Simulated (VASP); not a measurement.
The system is W.

```
W
1.0
     5.08300    0.00000    0.00000
     0.00000    5.08300    0.00000
     0.00000    0.00000    5.08300
W
8
Cartesian
  0.0000 0.0000 0.0000
  2.5415 2.5415 2.5415
  0.0000 2.5415 1.2708
  0.0000 2.5415 3.8123
  1.2708 0.0000 2.5415
  3.8123 0.0000 2.5415
  2.5415 3.8123 0.0000
  2.5415 1.2708 0.0000
```

```yaml
Program: VASP 6.6.1
Task: relaxation of cell and atoms
Functional: BLYP
Potentials_or_basis: VASP PAW PBE potentials, release 64 (W_sv)
Cutoff: 600 eV
k_mesh: 5 × 5 × 5
Occupations: fermi-dirac, width 0.1 eV
Spin: no spin polarisation
```

At the start: pressure 10.8 GPa; volume 16.42 Å³/atom.

How do energy, volume and symmetry change on relaxing?

Over 4 steps the energy falls by 20.2 meV/atom and the volume is 17.04 Å³/atom (+3.8 %); space group Pm-3n (No. 223, to 0.1 Å) before and after.

Step by step:
| step | energy change (eV) | largest force (eV/Å) | pressure (GPa) | volume (Å³) |
| --- | --- | --- | --- | --- |
| 1 | 0.0000 | 0.0000 | 10.81 | 131.33 |
| 2 | 1.3181 | 0.0000 | -24.66 | 153.52 |
| 3 | -0.1610 | 0.0000 | -0.52 | 136.53 |
| 4 | -0.1615 | 0.0000 | -0.03 | 136.28 |

Final structure:
```
W
1.0
     5.14613    0.00000    0.00000
     0.00000    5.14613    0.00000
     0.00000    0.00000    5.14613
W
8
Direct
  0.00000 0.00000 0.00000
  0.50000 0.50000 0.50000
  0.00000 0.50000 0.25000
  0.00000 0.50000 0.75000
  0.25000 0.00000 0.50000
  0.75000 0.00000 0.50000
  0.50000 0.75000 0.00000
  0.50000 0.25000 0.00000
```

Caveat: the PAW data sets were made with another functional, which shifts forces and pressure a little.
